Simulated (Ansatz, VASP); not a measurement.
## Sb in VASP and in Ansatz

```xyz
1
Lattice="0.0000 2.3463 2.3463 2.3463 0.0000 2.3463 2.3463 2.3463 0.0000" Properties=species:S:1:pos:R:3 pbc="T T T"
Sb    0.0000    0.0000    0.0000
```

Alike in both runs: task single point; functional RPBE; k mesh 13 × 13 × 13; occupations fermi-dirac, width 0.1 eV; no spin polarisation.

|  | VASP | Ansatz |
| --- | --- | --- |
| version | VASP 6.6.1 | Ansatz 0.2.0 |
| potentials or method | VASP PAW PBE potentials, release 64 (Sb), cutoff 520 eV | plane waves (420 eV) with PAW, scalar-relativistic |
| valence electrons in the cell | 5 | 15 |

|  | VASP | Ansatz | Ansatz less VASP |
| --- | --- | --- | --- |
| pressure (GPa) | 5.3 | 5.6 | +0.23 |

VASP's potentials were made for PBE, not for RPBE. The functional is the same, so the differences come from potentials, cutoffs and numerics. VASP's potentials hold 5 valence electrons a cell and Ansatz's 15, so a difference there can come from the potentials and not from the codes.

Spin-orbit coupling is off throughout.
